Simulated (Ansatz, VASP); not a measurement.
Two plane-wave programs on BaS

```
CELL_PARAMETERS angstrom
0.00000 3.51614 3.51614
3.51614 0.00000 3.51614
3.51614 3.51614 0.00000
ATOMIC_POSITIONS crystal
Ba 0.00000 0.00000 0.00000
S 0.25000 0.25000 0.25000
```

Alike in both runs: task electric field gradients; functional LDA; k mesh 9 × 9 × 9; occupations fermi-dirac, width 0.08 eV; no spin polarisation.

```csv
,VASP,Ansatz
version,VASP 6.6.1,Ansatz 0.2.0
potentials or method,"VASP PAW LDA potentials, release 64 (Ba_sv, S)","PAW with Ansatz's default frozen-core files, scalar-relativistic"
plane-wave cutoff (eV),520,420
valence electrons in the cell,16,16
```

VASP gave:

```
pressure (GPa) : -1.6
```

**Question.** Which values does Ansatz return?

**Answer.** Pressure (GPa): -2.0.

LDA's correlation is that of Perdew and Zunger in VASP and of Perdew and Wang (1992) in Ansatz.

Neither program's run includes spin-orbit coupling.
